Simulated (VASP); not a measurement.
# ScB2Sb3 (P6/mmm) in VASP: further runs, part 2 of 2

VASP 6.6.1. Earlier steps stand in the parts before.

### 4 Relaxation of cell and atoms, PBE

INCAR reads:

```
ALGO = Fast
EDIFF = 1E-6
EDIFFG = -0.01
ENCUT = 600
GGA = PE
IBRION = 2
ISIF = 3
ISMEAR = 0
LASPH = True
LCHARG = False
LREAL = False
LWAVE = False
NELM = 80
NSW = 100
PREC = Accurate
SIGMA = 0.1
```

KPOINTS reads:

```
k-points
0
Gamma
  6 6 10
```

POSCAR reads:

```
ScB2Sb3
1.0
    6.0267151900      0.0000000000      0.0000000000
   -3.0133575900      5.2192884500      0.0000000000
    0.0000000000      0.0000000000      3.7134181200
Sc B Sb
1 2 3
Direct
    0.0000000000      0.0000000000      0.0000000000
    0.3333333300      0.6666666700      0.0000000000
    0.6666666700      0.3333333300      0.0000000000
    0.5000000000      0.0000000000      0.5000000000
    0.5000000000      0.5000000000      0.5000000000
    0.0000000000      0.5000000000      0.5000000000
```

Potentials or basis: VASP PAW PBE potentials, release 64 (Sc_sv, B, Sb).

Started as:

```sh
> cat potpaw_PBE.64/Sc_sv/POTCAR potpaw_PBE.64/B/POTCAR potpaw_PBE.64/Sb/POTCAR > POTCAR
> mpirun -np 1 vasp_std > vasp.out
```

OUTCAR:

```text
EDIFF = 1E-6
   EDIFFG = -0.01
   ENCUT = 600
   GGA = PE
   IBRION = 2
   ISIF = 3
   ISMEAR = 0
   LASPH = True
   LREAL = False
   NELM = 80
   NSW = 100
   PREC = Accurate

 ion  position               nearest neighbor table
   1  0.000  0.000  0.000-   6 3.54   6 3.54   6 3.54   6 3.54   5 3.54   5 3.54   5 3.54   5 3.54
                             4 3.54   4 3.54   4 3.54   4 3.54
   2  0.333  0.667  0.000-   4 2.54   4 2.54   6 2.54   6 2.54   5 2.54   5 2.54
   3  0.667  0.333  0.000-   4 2.54   4 2.54   6 2.54   6 2.54   5 2.54   5 2.54
   4  0.500  0.000  0.500-   2 2.54   3 2.54   2 2.54   3 2.54   5 3.01   5 3.01   6 3.01   6 3.01
                             1 3.54   1 3.54   1 3.54   1 3.54
   5  0.500  0.500  0.500-   2 2.54   3 2.54   2 2.54   3 2.54   4 3.01   4 3.01   6 3.01   6 3.01
                             1 3.54   1 3.54   1 3.54   1 3.54
   6  0.000  0.500  0.500-   2 2.54   3 2.54   2 2.54   3 2.54   4 3.01   4 3.01   5 3.01   5 3.01
                             1 3.54   1 3.54   1 3.54   1 3.54

  LATTYP: Found a hexagonal cell.
 ALAT       =     6.0267151900
 C/A-ratio  =     0.6161595501

  Lattice vectors:

 A1 = (   6.0267151900,   0.0000000000,   0.0000000000)
 A2 = (  -3.0133575900,   5.2192884500,   0.0000000000)
 A3 = (   0.0000000000,   0.0000000000,   3.7134181200)

Analysis of symmetry for initial positions (statically):
=====================================================================
 Subroutine PRICEL returns:
 Original cell was already a primitive cell.

 Routine SETGRP: Setting up the symmetry group for a
 hexagonal supercell.

 Subroutine GETGRP returns: Found 24 space group operations
 (whereof 24 operations were pure point group operations)
 out of a pool of 24 trial point group operations.

The static configuration has the point symmetry D_6h.

Analysis of symmetry for dynamics (positions and initial velocities):
=====================================================================
 Subroutine PRICEL returns:
 Original cell was already a primitive cell.

 Routine SETGRP: Setting up the symmetry group for a
 hexagonal supercell.

 Subroutine GETGRP returns: Found 24 space group operations
 (whereof 24 operations were pure point group operations)
 out of a pool of 24 trial point group operations.

The dynamic configuration has the point symmetry D_6h.

 Subroutine INISYM returns: Found 24 space group operations
 (whereof 24 operations are pure point group operations),
 and found     1 'primitive' translations

----------------------------------------------------------------------------------------

                                     Primitive cell

  volume of cell :     116.8062

  direct lattice vectors                    reciprocal lattice vectors
     6.026715190  0.000000000  0.000000000     0.165927868  0.095798499  0.000000000
    -3.013357590  5.219288450  0.000000000     0.000000000  0.191596998  0.000000000
     0.000000000  0.000000000  3.713418120     0.000000000  0.000000000  0.269293672

  length of vectors
     6.026715190  6.026715182  3.713418120     0.191596998  0.191596998  0.269293672

  position of ions in fractional coordinates (direct lattice)
     0.000000000  0.000000000  0.000000000
     0.333333330  0.666666670  0.000000000
     0.666666670  0.333333330  0.000000000
     0.500000000  0.000000000  0.500000000
     0.500000000  0.500000000  0.500000000
[... 44 lines left out ...]
  0.333333  0.166667  0.000000     12.000000
[... 16 lines left out ...]
  0.166667  0.000000  0.300000     12.000000
  0.333333 -0.000000  0.300000     12.000000
 [... further k-points ...]
   k-points           NKPTS =     42   k-points in BZ     NKDIM =     42   number of bands    NBANDS=     20
   number of dos      NEDOS =    301   number of ions     NIONS =      6
   total plane-waves  NPLWV =  69120
   dimension x,y,z NGX =    48 NGY =   48 NGZ =   30
   dimension x,y,z NGXF=    96 NGYF=   96 NGZF=   60
   ions per type =               1   2   3
   NGX,Y,Z   is equivalent  to a cutoff of  13.24, 13.24, 13.43 a.u.
   NGXF,Y,Z  is equivalent  to a cutoff of  26.48, 26.48, 26.86 a.u.
 SYSTEM =  unknown system
   PREC   = accura    normal or accurate (medium, high low for compatibility)
   ISTART =      0    job   : 0-new  1-cont  2-samecut
   ICHARG =      2    charge: 1-file 2-atom 10-const
   ISPIN  =      1    spin polarized calculation?
   LNONCOLLINEAR =      F non collinear calculations
   LSORBIT =      F    spin-orbit coupling
   LASPH  =      T    aspherical Exc in radial PAW
   ENCUT  =  600.0 eV  44.10 Ry    6.64 a.u.  12.04 12.04  7.42*2*pi/ulx,y,z
   NELM   =     80;   NELMIN=  2; NELMDL= -5     # of ELM steps
   EDIFF  = 0.1E-05   stopping-criterion for ELM
   LREAL  =      F    real-space projection
   EDIFFG = -.1E-01   stopping-criterion for IOM
   NSW    =    100    number of steps for IOM
   IBRION =      2    ionic relax: 0-MD 1-quasi-New 2-CG
   NFREE  =      1    steps in history (QN), initial steepest desc. (CG)
   ISIF   =      3    stress and relaxation
   ISYM   =      2    0-nonsym 1-usesym 2-fastsym
   POTIM  = 0.5000    time-step for ionic-motion
   TEBEG  =    0.0;   TEEND  =   0.0 temperature during run
   PSTRESS=    0.0 pullay stress
   NELECT =      32.0000    total number of electrons
   NUPDOWN=      -1.0000    fix difference up-down
   EMIN   =  10.00;   EMAX   =-10.00  energy-range for DOS
   EFERMI =   0.00;   METHOD = LEGACY
   ISMEAR =     0;   SIGMA  =   0.10  broadening in eV -4-tet -1-fermi 0-gaus
   EFERMI_NEDOS =   21; number of points for ismear=-14 and -15
   IALGO  =     68    algorithm
   IMIX   =      4    mixing-type and parameters
     AMIX     =   0.40;   BMIX     =  1.00
     AMIX_MAG =   1.60;   BMIX_MAG =  1.00
  volume/ion in A,a.u.               =      19.47       131.37
  Fermi-wavevector in a.u.,A,eV,Ry     =   1.063252  2.009255 15.381452  1.130505
  Thomas-Fermi vector in A             =   2.198731
   LORBIT       =      0    0 simple, 1 ext, 2 COOP (PROOUT), +10 PAW based schemes
   GGA     = PE    functional components
   LHFCALC =     F    Hartree Fock is set to
   AEXX    =    0.0000 exact exchange contribution
   IVDW    =     0    specifies the selected vdW correction
   LEPSILON=     F    determine dielectric tensor
   LRPA    =     F    only Hartree local field effects (RPA)
 conjugate gradient relaxation of ions
 non-spin polarized calculation
 RMM-DIIS sequential band-by-band and
 Gauss-broadening in eV      SIGMA  =   0.10
  energy-cutoff  :      600.00
  volume of cell :      116.81
 maximum number of plane-waves:      3942
   NGX = 25   NGY = 25   NGZ = 15

--------------------------------------- Ionic step        1  -------------------------------------------

 number of electron      31.9999999 magnetization

 Free energy of the ion-electron system (eV)
  ---------------------------------------------------
  ext. energy  EPLUGINS =         0.00000000
  ---------------------------------------------------
  free energy    TOTEN  =       -26.53701025 eV

  energy without entropy =      -26.50873228  energy(sigma->0) =      -26.52287127

------------------------ aborting loop because EDIFF is reached ----------------------------------------

  FORCE on cell =-STRESS in cart. coord.  units (eV):
  Direction    XX          YY          ZZ          XY          YZ          ZX
  --------------------------------------------------------------------------------------
  -------------------------------------------------------------------------------------
  Total        6.6866323      6.6866322     -5.9377109      0.0000000      0.0000000     -0.0000000
  in kB       91.7174987     91.7174985    -81.4448848      0.0000001      0.0000000     -0.0000000
  external PRESSURE =      33.9967041 kB  Pullay stress =       0.0000000 kB
[... 267 lines left out ...]
--------------------------------------- Ionic step        8  -------------------------------------------

 number of electron      31.9999995 magnetization

 Free energy of the ion-electron system (eV)
  ---------------------------------------------------
  ext. energy  EPLUGINS =         0.00000000
  ---------------------------------------------------
  free energy    TOTEN  =       -27.45090423 eV

  energy without entropy =      -27.42747394  energy(sigma->0) =      -27.43918908

 E-fermi :   7.4333     XC(G=0): -10.3218

 val. band max:        7.4245875792   @ k =   0.3333  -0.0000   0.0000
 cond. band min:       7.4355219418   @ k =   0.1667   0.0000   0.2000
 fundamental gap:      0.0109343626
 Fermi energy:         7.4333326221

 k-point     1 :       0.0000    0.0000    0.0000
  band No.  band energies     occupation
      1     -43.1722      2.00000
      2     -21.8302      2.00000
      3     -21.8302      2.00000
      4     -21.5686      2.00000
      5      -6.0001      2.00000
      6      -2.2966      2.00000
[... 541 lines left out ...]
     19       8.4770      0.00000
     20       8.6802      0.00000

 [... further k-points ...]
[... 5 lines left out ...]
  --------------------------------------------------------------------------------------
  -------------------------------------------------------------------------------------
  Total       -0.0224435     -0.0224435     -0.0023644     -0.0000000     -0.0000000     -0.0000000
  in kB       -0.2993752     -0.2993752     -0.0315390     -0.0000000     -0.0000000     -0.0000000
  external PRESSURE =      -0.2100964 kB  Pullay stress =       0.0000000 kB
[... 21 lines left out ...]
  FREE ENERGIE OF THE ION-ELECTRON SYSTEM (eV)
  ---------------------------------------------------
  free  energy   TOTEN  =       -27.4509042293 eV

  energy  without entropy=      -27.4274739367  energy(sigma->0) =      -27.43918908

 reached required accuracy - stopping structural energy minimisation
```

OSZICAR:

```text
N       E                     dE             d eps       ncg     rms          rms(c)
DAV:   1     0.267470354336E+03    0.26747E+03   -0.13261E+04  1680   0.157E+03
DAV:   2     0.677544849405E+01   -0.26069E+03   -0.25612E+03  1708   0.407E+02
DAV:   3    -0.283318102436E+02   -0.35107E+02   -0.33176E+02  2628   0.116E+02
[... 131 lines left out ...]
RMM:   6    -0.274508877815E+02   -0.65606E-04   -0.90365E-04  2145   0.170E-01    0.244E-02
RMM:   7    -0.274508977052E+02   -0.99237E-05   -0.17506E-04  2062   0.107E-01    0.127E-02
RMM:   8    -0.274509040986E+02   -0.63934E-05   -0.13816E-04  1921   0.616E-02    0.944E-03
RMM:   9    -0.274509042085E+02   -0.10989E-06   -0.26914E-05  1736   0.318E-02    0.669E-03
RMM:  10    -0.274509040969E+02    0.11158E-06   -0.12840E-05  1206   0.240E-02    0.292E-03
RMM:  11    -0.274509042293E+02   -0.13241E-06   -0.33068E-06  1132   0.130E-02
   8 F= -.27450904E+02 E0= -.27439189E+02  d E =-.696888E-02
```

Run time: 24 min. Hardware: 1 thread of Oxide Virtual Turin-like, shared host; peak memory 0.32 GiB.

What came out:

* Free energy: -27.4509 eV
* Relaxed volume: 20.02 Å³/atom
* Relaxed cell: a = 6.427 Å, b = 6.427 Å, c = 3.357 Å, α = 90.00°, β = 90.00°, γ = 120.00°
* Space group after relaxing (to 0.1 Å): P6/mmm (No. 191)
* Energy gained by relaxing: 152.3 meV/atom
* Ionic steps: 8
* Pressure after relaxing: 0.0 GPa
* Band gap on the k mesh: zero (bands 16 and 17 overlap by 1.34 eV)

Step by step:
```tsv
step	energy change (eV)	largest force (eV/Å)	pressure (GPa)	volume (Å³)
1	0.0000	0.0000	3.40	116.81
2	-0.7256	0.0000	-2.41	123.51
3	-0.8246	0.0000	-3.80	126.63
4	-0.8247	0.0000	-3.66	126.24
5	-0.8703	0.0000	1.35	118.72
6	-0.9068	0.0000	-0.84	121.57
7	-0.9069	0.0000	-0.76	121.45
8	-0.9139	0.0000	-0.02	120.11
```

Final structure:
```xyz
6
Lattice="6.4275 0.0000 0.0000 -3.2137 5.5663 0.0000 0.0000 0.0000 3.3572" Properties=species:S:1:pos:R:3 pbc="T T T"
Sc    0.0000    0.0000    0.0000
B     0.0000    3.7109    0.0000
B     3.2137    1.8555    0.0000
Sb    3.2137    0.0000    1.6786
Sb    1.6069    2.7832    1.6786
Sb   -1.6069    2.7832    1.6786
```

Levels at points of the mesh, in eV from the Fermi level:
```csv
k point,band 12,band 13,band 14,band 15,band 16,band 17,band 18,band 19,band 20
"(0.00, 0.00, 0.00)",-1.86,0.31,0.33,0.33,1.01,1.01,1.06,1.33,1.75
"(0.50, 0.00, 0.00)",-2.24,-1.27,-0.55,-0.40,0.27,0.69,0.92,1.63,1.85
"(0.00, 0.00, 0.50)",-4.96,-3.21,-3.21,-0.55,-0.55,0.60,0.96,1.43,1.50
"(0.50, 0.00, 0.50)",-2.95,-1.71,-1.21,-1.09,-1.08,-0.27,-0.26,0.51,0.70
```

Caveat: spin-orbit coupling is left out, which moves the levels of the heavy elements.

### 5 Overview

```csv
task,cell,k mesh,cutoff (eV),gap on the mesh (eV),pressure (GPa)
single point,"a = 6.027, b = 6.027, c = 3.713 Å, angles 90.0, 90.0, 120.0°, 6 atoms",3 × 3 × 6,520,none,2.9
single point,"a = 6.425, b = 6.425, c = 3.356 Å, angles 90.0, 90.0, 120.0°, 6 atoms",6 × 6 × 10,520,none,0.1
relaxation of cell and atoms,"relaxed from a = 6.027, b = 6.027, c = 3.713 Å, angles 90.0, 90.0, 120.0°, 6 atoms",6 × 6 × 10,600,none,0.0
```

Alike in all rows: level PBE; potentials or basis VASP PAW PBE potentials, release 64 (Sc_sv, B, Sb); no spin polarisation; smearing gaussian 0.1 eV.

Caveats: some runs use coarse meshes; spin-orbit coupling is left out, which moves the levels of the heavy elements.

Absolute energies hang on the potentials; compare differences alone.

The gap in the log of VASP goes by the Fermi energy; the results here count the filled bands.